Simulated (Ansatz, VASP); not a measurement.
# One calculation of AgRh, two programs

Contents of INCAR:

```
SYSTEM = AgRh
ALGO = Normal
EDIFF = 1E-7
ENCUT = 520
GGA = PE
ISIF = 2
ISMEAR = -1
LASPH = .True.
LCHARG = .False.
LREAL = .False.
LWAVE = .False.
NBANDS = 20
NELM = 60
PREC = Accurate
SIGMA = 0.15
```

Contents of KPOINTS:

```
k-points
0
Gamma
  10 10 5
  0 0 0
```

The input POSCAR:

```
AgRh
1.0
    2.8409546166      0.0000000000      0.0000000000
   -1.4204773083      2.4603673424      0.0000000000
    0.0000000000      0.0000000000      4.9182799429
Ag Rh
1 1
Direct
    0.0000000000      0.0000000000      0.5000000000
    0.6666666667      0.3333333333      0.0000000000
```

Input for Ansatz:

```yaml
crystal:
  lattice:
    - [2.8409546166274398, 0.0, 0.0]
    - [-1.4204773083137199, 2.4603673424169448, 0.0]
    - [0.0, 0.0, 4.918279942941643]
  atoms:
    - { symbol: Ag, position: [0.0, 0.0, 0.5] }
    - { symbol: Rh, position: [0.6666666666666666, 0.3333333333333333, 0.0] }
basis:
  ecutwfc: 489.804952427784
kpoints:
  mp_grid:
    grid: [10, 10, 5]
hamiltonian:
  xc: pbe
scf:
  occupations:
    method: fermi_dirac
    width: 0.15
output:
  stress: true
```

Alike in both runs: task single point; functional PBE; k mesh 10 × 10 × 5; occupations fermi-dirac, width 0.15 eV; no spin polarisation.

|  | VASP | Ansatz |
| --- | --- | --- |
| version | VASP 6.6.1 | Ansatz 0.2.0 |
| potentials or method | VASP PAW PBE potentials, release 64 (Ag, Rh_pv), cutoff 520 eV | plane waves, PAW |
| valence electrons in the cell | 26 | 36 |

VASP gave:

```
pressure (GPa)                                                : -9.9
traceless stress, the component that is largest in VASP (GPa) : 0.19
```

**Question.** Which values does Ansatz return?

**Answer.** Pressure (GPa): -9.8; traceless stress, the component that is largest in VASP (GPa): 0.17.

With one functional, cell and mesh, what is left measures potentials, basis and numerics. VASP's potentials hold 26 valence electrons a cell and Ansatz's 36, so a difference there can come from the potentials and not from the codes. Ansatz's warnings: near symmetry operations not taken.
